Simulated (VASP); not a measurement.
# Si2WC3 (P3m1) in VASP: a series of runs

The runs below take Si2WC3 through single point, with PBE.

Everything below comes from runs of VASP 6.6.1. Logs are shortened: lines on timing, memory, paths and dates and some standing lists are left out, and cuts for length are marked.

**1. The cell of the first run**

The structure is trigonal, space group P3m1 (No. 156). Conventional cell: a = 3.015 Å, b = 3.015 Å, c = 8.090 Å, α = 90.00°, β = 90.00°, γ = 120.00°. Si (site symmetry 3m) has 4 C at 1.84 to 1.94 Å within 2.4 Å. Within 2.4 Å of Si (site symmetry 3m) lie 4 C at 1.83 to 1.88 Å. W (site symmetry 3m) has 6 C at 2.14 to 2.38 Å and 1 Si at 2.47 Å within 2.8 Å. C (site symmetry 3m) has 3 Si at 1.94 Å and 3 W at 2.38 Å within 2.6 Å. Within 2.4 Å of C (site symmetry 3m) lie 4 Si at 1.84 to 1.88 Å. C (site symmetry 3m) has 1 Si at 1.83 Å and 3 W at 2.14 Å within 2.4 Å.

**2. Single point, PBE**

Input file INCAR:

```
SYSTEM = Si2WC3
  PREC = Accurate
  ENCUT = 520
  EDIFF = 1E-7
  ISMEAR = 0
  SIGMA = 0.2
  LREAL = .False.
  LASPH = .True.
  NELM = 60
  ALGO = Normal
  ISIF = 2
  LWAVE = .False.
  LCHARG = .False.
  GGA = PE
  NBANDS = 26
```

Input file KPOINTS:

```
Automatic mesh
0
Gamma
  6 6 2
  0 0 0
```

Input file POSCAR:

```
Si2WC3
1.0
    3.0151513519      0.0000000000      0.0000000000
   -1.5075756760      2.6111976670      0.0000000000
    0.0000000000      0.0000000000      8.0902671865
Si W C
2 1 3
Direct
    0.0000000000      0.0000000000      0.8979767040
    0.3333333333      0.6666666667      0.5831957680
    0.0000000000      0.0000000000      0.2031411386
    0.3333333333      0.6666666667      0.0030084158
    0.0000000000      0.0000000000      0.6706100470
    0.3333333333      0.6666666667      0.3570679267
```

Potentials or basis: VASP PAW PBE potentials, release 64 (Si, W_sv, C).

The run is started by

```
cat potpaw_PBE.64/Si/POTCAR potpaw_PBE.64/W_sv/POTCAR potpaw_PBE.64/C/POTCAR > POTCAR
mpirun -np 1 vasp_std > vasp.out
```

OUTCAR:

```text
SYSTEM = Si2WC3
   PREC = Accurate
   ENCUT = 520
   EDIFF = 1E-7
   ISMEAR = 0
   LREAL = .False.
   LASPH = .True.
   NELM = 60
   ISIF = 2
   GGA = PE

 ion  position               nearest neighbor table
   1  0.000  0.000  0.898-   5 1.84   4 1.94   4 1.94   4 1.94   3 2.47   2 3.08   2 3.08   2 3.08

   2  0.333  0.667  0.583-   6 1.83   5 1.88   5 1.88   5 1.88   1 3.08   1 3.08   1 3.08
   3  0.000  0.000  0.203-   6 2.14   6 2.14   6 2.14   4 2.38   4 2.38   4 2.38   1 2.47
   4  0.333  0.667  0.003-   1 1.94   1 1.94   1 1.94   3 2.38   3 2.38   3 2.38
   5  0.000  0.000  0.671-   1 1.84   2 1.88   2 1.88   2 1.88
   6  0.333  0.667  0.357-   2 1.83   3 2.14   3 2.14   3 2.14

  LATTYP: Found a hexagonal cell.
 ALAT       =     3.0151513519
 C/A-ratio  =     2.6832043378

  Lattice vectors:

 A1 = (   3.0151513519,   0.0000000000,   0.0000000000)
 A2 = (  -1.5075756760,   2.6111976670,   0.0000000000)
 A3 = (   0.0000000000,   0.0000000000,   8.0902671865)

Analysis of symmetry for initial positions (statically):
=====================================================================
 Subroutine PRICEL returns:
 Original cell was already a primitive cell.

 Routine SETGRP: Setting up the symmetry group for a
 hexagonal supercell.

 Subroutine GETGRP returns: Found  6 space group operations
 (whereof  6 operations were pure point group operations)
 out of a pool of 24 trial point group operations.

The static configuration has the point symmetry C_3v.

Analysis of symmetry for dynamics (positions and initial velocities):
=====================================================================
 Subroutine PRICEL returns:
 Original cell was already a primitive cell.

 Routine SETGRP: Setting up the symmetry group for a
 hexagonal supercell.

 Subroutine GETGRP returns: Found  6 space group operations
 (whereof  6 operations were pure point group operations)
 out of a pool of 24 trial point group operations.

The dynamic configuration has the point symmetry C_3v.

 Subroutine INISYM returns: Found  6 space group operations
 (whereof  6 operations are pure point group operations),
 and found     1 'primitive' translations

----------------------------------------------------------------------------------------

                                     Primitive cell

  volume of cell :      63.6959

  direct lattice vectors                    reciprocal lattice vectors
     3.015151352  0.000000000  0.000000000     0.331658309  0.191483014  0.000000000
    -1.507575676  2.611197667  0.000000000     0.000000000  0.382966028  0.000000000
     0.000000000  0.000000000  8.090267187     0.000000000  0.000000000  0.123605312

  length of vectors
     3.015151352  3.015151352  8.090267187     0.382966028  0.382966028  0.123605312

  position of ions in fractional coordinates (direct lattice)
     0.000000000  0.000000000  0.897976704
     0.333333333  0.666666667  0.583195768
     0.000000000  0.000000000  0.203141139
     0.333333333  0.666666667  0.003008416
     0.000000000  0.000000000  0.670610047
     0.333333333  0.666666667  0.357067927

  ion indices of the primitive-cell ions
   primitive index   ion index
                 1           1
                 2           2
                 3           3
                 4           4
                 5           5
                 6           6

----------------------------------------------------------------------------------------

 KPOINTS: Automatic mesh

Automatic generation of k-mesh.
 Grid dimensions read from file:
 generate k-points for:    6    6    2

 Generating k-lattice:

  Cartesian coordinates                     Fractional coordinates (reciprocal lattice)
     0.055276385  0.031913836  0.000000000     0.166666667  0.000000000  0.000000000
     0.000000000  0.063827671  0.000000000     0.000000000  0.166666667  0.000000000
     0.000000000  0.000000000  0.061802656     0.000000000  0.000000000  0.500000000

  Length of vectors
     0.063827671  0.063827671  0.061802656

  Shift w.r.t. Gamma in fractional coordinates (k-lattice)
     0.000000000  0.000000000  0.000000000

 Subroutine IBZKPT returns following result:
 ===========================================

 Found     14 irreducible k-points:

 Following reciprocal coordinates:
            Coordinates               Weight
  0.000000  0.000000  0.000000      1.000000
  0.166667  0.000000  0.000000      6.000000
  0.333333  0.000000  0.000000      6.000000
  0.500000  0.000000  0.000000      3.000000
  0.166667  0.166667  0.000000      6.000000
  0.333333  0.166667  0.000000     12.000000
  0.333333  0.333333  0.000000      2.000000
  0.000000  0.000000  0.500000      1.000000
  0.166667  0.000000  0.500000      6.000000
  0.333333  0.000000  0.500000      6.000000
  0.500000  0.000000  0.500000      3.000000
  0.166667  0.166667  0.500000      6.000000
  0.333333  0.166667  0.500000     12.000000
  0.333333  0.333333  0.500000      2.000000
   k-points           NKPTS =     14   k-points in BZ     NKDIM =     14   number of bands    NBANDS=     26
   number of dos      NEDOS =    301   number of ions     NIONS =      6
   total plane-waves  NPLWV =  34560
   dimension x,y,z NGX =    24 NGY =   24 NGZ =   60
   dimension x,y,z NGXF=    48 NGYF=   48 NGZF=  120
   ions per type =               2   1   3
   NGX,Y,Z   is equivalent  to a cutoff of  13.23, 13.23, 12.33 a.u.
   NGXF,Y,Z  is equivalent  to a cutoff of  26.47, 26.47, 24.66 a.u.
 SYSTEM =  Si2WC3
   PREC   = accura    normal or accurate (medium, high low for compatibility)
   ISTART =      0    job   : 0-new  1-cont  2-samecut
   ICHARG =      2    charge: 1-file 2-atom 10-const
   ISPIN  =      1    spin polarized calculation?
   LNONCOLLINEAR =      F non collinear calculations
   LSORBIT =      F    spin-orbit coupling
   LASPH  =      T    aspherical Exc in radial PAW
   ENCUT  =  520.0 eV  38.22 Ry    6.18 a.u.   5.61  5.61 15.04*2*pi/ulx,y,z
   NELM   =     60;   NELMIN=  2; NELMDL= -5     # of ELM steps
   EDIFF  = 0.1E-06   stopping-criterion for ELM
   LREAL  =      F    real-space projection
   EDIFFG = 0.1E-05   stopping-criterion for IOM
   NSW    =      0    number of steps for IOM
   IBRION =     -1    ionic relax: 0-MD 1-quasi-New 2-CG
   NFREE  =      0    steps in history (QN), initial steepest desc. (CG)
   ISIF   =      2    stress and relaxation
   ISYM   =      2    0-nonsym 1-usesym 2-fastsym
   POTIM  = 0.5000    time-step for ionic-motion
   TEBEG  =    0.0;   TEEND  =   0.0 temperature during run
   PSTRESS=    0.0 pullay stress
   NELECT =      34.0000    total number of electrons
   NUPDOWN=      -1.0000    fix difference up-down
   EMIN   =  10.00;   EMAX   =-10.00  energy-range for DOS
   EFERMI =   0.00;   METHOD = LEGACY
   ISMEAR =     0;   SIGMA  =   0.20  broadening in eV -4-tet -1-fermi 0-gaus
   EFERMI_NEDOS =   21; number of points for ismear=-14 and -15
   IALGO  =     38    algorithm
   IMIX   =      4    mixing-type and parameters
     AMIX     =   0.40;   BMIX     =  1.00
     AMIX_MAG =   1.60;   BMIX_MAG =  1.00
  volume/ion in A,a.u.               =      10.62        71.64
  Fermi-wavevector in a.u.,A,eV,Ry     =   1.327997  2.509551 23.994923  1.763577
  Thomas-Fermi vector in A             =   2.457268
   LORBIT       =      0    0 simple, 1 ext, 2 COOP (PROOUT), +10 PAW based schemes
   GGA     = PE    functional components
   LHFCALC =     F    Hartree Fock is set to
   AEXX    =    0.0000 exact exchange contribution
   IVDW    =     0    specifies the selected vdW correction
   LEPSILON=     F    determine dielectric tensor
   LRPA    =     F    only Hartree local field effects (RPA)
 non-spin polarized calculation
 Gauss-broadening in eV      SIGMA  =   0.20
  energy-cutoff  :      520.00
  volume of cell :       63.70
 maximum number of plane-waves:      1770
 NGX is ok and might be reduce to    24
   NGX = 11   NGY = 11   NGZ = 31

 number of electron      33.9999997 magnetization

 Free energy of the ion-electron system (eV)
  ---------------------------------------------------
  ext. energy  EPLUGINS =         0.00000000
  ---------------------------------------------------
  free energy    TOTEN  =       -50.62427764 eV

  energy without entropy =      -50.62409351  energy(sigma->0) =      -50.62418558

 E-fermi :   9.9565     XC(G=0): -12.0730

 val. band max:        9.6121821164   @ k =   0.0000   0.0000   0.5000
 cond. band min:      10.3835650801   @ k =   0.1667   0.1667   0.0000
 fundamental gap:      0.7713829637
 Fermi energy:         9.9564601581

 k-point     1 :       0.0000    0.0000    0.0000
  band No.  band energies     occupation
      1     -64.6325      2.00000
      2     -28.9040      2.00000
      3     -28.6043      2.00000
      4     -28.6043      2.00000
      5      -6.9571      2.00000
      6      -5.1872      2.00000
[... 18 lines left out ...]
     25      15.8373      0.00000
     26      16.3731      0.00000

 k-point     2 :       0.1667    0.0000    0.0000
  band No.  band energies     occupation
      1     -64.6238      2.00000
      2     -28.8806      2.00000
      3     -28.7459      2.00000
      4     -28.6371      2.00000
      5      -6.4505      2.00000
      6      -4.7336      2.00000
[... 18 lines left out ...]
     25      16.5949      0.00000
     26      17.4227      0.00000

 k-point     3 :       0.3333    0.0000    0.0000
  band No.  band energies     occupation
      1     -64.6063      2.00000
      2     -29.0209      2.00000
      3     -28.8330      2.00000
      4     -28.7021      2.00000
      5      -5.0228      2.00000
      6      -3.5091      2.00000
[... 282 lines left out ...]
 k-point    13 :       0.3333    0.1667    0.5000
  band No.  band energies     occupation
      1     -64.5975      2.00000
      2     -29.0856      2.00000
      3     -28.8097      2.00000
      4     -28.8065      2.00000
      5      -3.7563      2.00000
      6      -2.6654      2.00000
[... 18 lines left out ...]
     25      16.6950      0.00000
     26      17.3340      0.00000

 k-point    14 :       0.3333    0.3333    0.5000
  band No.  band energies     occupation
      1     -64.5932      2.00000
      2     -29.0091      2.00000
      3     -28.9699      2.00000
      4     -28.7975      2.00000
      5      -2.5350      2.00000
      6      -2.4279      2.00000
[... 18 lines left out ...]
     25      17.3406      0.00000
     26      17.8166      0.00000

------------------------ aborting loop because EDIFF is reached ----------------------------------------

  FORCE on cell =-STRESS in cart. coord.  units (eV):
  Direction    XX          YY          ZZ          XY          YZ          ZX
  --------------------------------------------------------------------------------------
  -------------------------------------------------------------------------------------
  Total       -0.0060275     -0.0060275      0.0400602      0.0000000      0.0000000     -0.0000000
  in kB       -0.1516139     -0.1516139      1.0076545      0.0000000      0.0000000     -0.0000000
  external PRESSURE =       0.2348089 kB  Pullay stress =       0.0000000 kB

 VOLUME and BASIS-vectors are now :
 -----------------------------------------------------------------------------
  energy-cutoff  :      520.00
  volume of cell :       63.70
      direct lattice vectors                 reciprocal lattice vectors
     3.015151352  0.000000000  0.000000000     0.331658309  0.191483014  0.000000000
    -1.507575676  2.611197667  0.000000000     0.000000000  0.382966028  0.000000000
     0.000000000  0.000000000  8.090267187     0.000000000  0.000000000  0.123605312

 POSITION                                       TOTAL-FORCE (eV/Angst)
 -----------------------------------------------------------------------------------
      0.00000      0.00000      7.26487         0.000000      0.000000     -0.002190
     -0.00000      1.74080      4.71821         0.000000     -0.000000     -0.000019
      0.00000      0.00000      1.64347        -0.000000      0.000000      0.002168
     -0.00000      1.74080      0.02434        -0.000000      0.000000     -0.040612
      0.00000      0.00000      5.42541         0.000000      0.000000     -0.008201
     -0.00000      1.74080      2.88877         0.000000     -0.000000      0.048853
 -----------------------------------------------------------------------------------
    total drift:                                0.000000     -0.000000      0.000282

  FREE ENERGIE OF THE ION-ELECTRON SYSTEM (eV)
  ---------------------------------------------------
  free  energy   TOTEN  =       -50.6242776435 eV

  energy  without entropy=      -50.6240935075  energy(sigma->0) =      -50.62418558
```

Run time: 16 s. Hardware: 1 thread of Intel Xeon Platinum 8488C (Sapphire Rapids), shared host; peak memory 0.18 GiB.

What came out:

* Free energy: -50.6243 eV
* Pressure: 0.0 GPa
* Largest force: 0.049 eV/Å
* Band gap on the k mesh: 0.77 eV, indirect (least direct gap 1.49 eV)

Forces in eV/Å, atoms in the order of the input:
```
Si   0.000  0.000 -0.002
Si   0.000  0.000  0.000
W    0.000  0.000  0.002
C    0.000  0.000 -0.041
C    0.000  0.000 -0.008
C    0.000  0.000  0.049
```

Levels at points of the mesh, in eV from the valence-band top:
```csv
k point,band 15,band 16,band 17,band 18,band 19,band 20
"(0.00, 0.00, 0.00)",-1.45,-1.45,-0.23,1.80,1.80,4.24
"(0.50, 0.00, 0.00)",-3.29,-1.23,-1.22,1.29,2.87,3.29
"(0.00, 0.00, 0.50)",-1.30,-1.30,0.00,1.75,1.75,4.02
"(0.50, 0.00, 0.50)",-3.07,-1.54,-1.33,1.01,2.62,3.02
```

Caveat: spin-orbit coupling is left out, which moves the levels of the heavy elements. A k mesh can miss the band edges.

[end of part 1 of 2]
